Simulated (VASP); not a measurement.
CsSnI3, 5 atoms in the cell. The structure is cubic, space group Pm-3m (No. 221). The conventional cell has a = 6.134 Å, b = 6.134 Å, c = 6.134 Å, α = 90.00°, β = 90.00°, γ = 90.00°. Cs (site symmetry m-3m) has 12 I at 4.34 Å and 8 Sn at 5.31 Å within 5.7 Å. Within 4.0 Å of Sn (site symmetry m-3m) lie 6 I at 3.07 Å. Within 4.0 Å of I (site symmetry 4/mmm) lie 2 Sn at 3.07 Å. 

* Program: VASP 6.6.1
* Task: single point
* Functional: PBEsol
* Potentials or basis: VASP PAW PBE potentials, release 64 (Cs_sv, Sn_d, I)
* Cutoff: 520 eV
* k mesh: 6 × 6 × 6
* Occupations: gaussian, width 0.01 eV
* Spin: no spin polarisation
* Dipole correction: no
* k mesh for the DOS: 9 × 9 × 9
* Occupations for the DOS: tetrahedron
* Further INCAR settings: ALGO = Normal; EDIFF = 1e-06; NBANDS = 30

Potentials or basis: VASP PAW PBE potentials, release 64 (Cs_sv, Sn_d, I).

Run with:

```console
$ cat potpaw_PBE.64/Cs_sv/POTCAR potpaw_PBE.64/Sn_d/POTCAR potpaw_PBE.64/I/POTCAR > POTCAR
$ cp INCAR.step1 INCAR
$ cp KPOINTS.step1 KPOINTS
$ mpirun -np 1 vasp_std > vasp.out
$ cp INCAR.step2 INCAR
$ cp KPOINTS.step2 KPOINTS
$ mpirun -np 1 vasp_std > vasp.out
```

Hardware: 1 thread of AMD EPYC 7R13 (shared host).

Question: Estimate the wall time of this run.

Answer: It took 8.7 min on 1 thread of AMD EPYC 7R13, on a shared host, peak memory 0.42 GiB. Counts: k points 35.
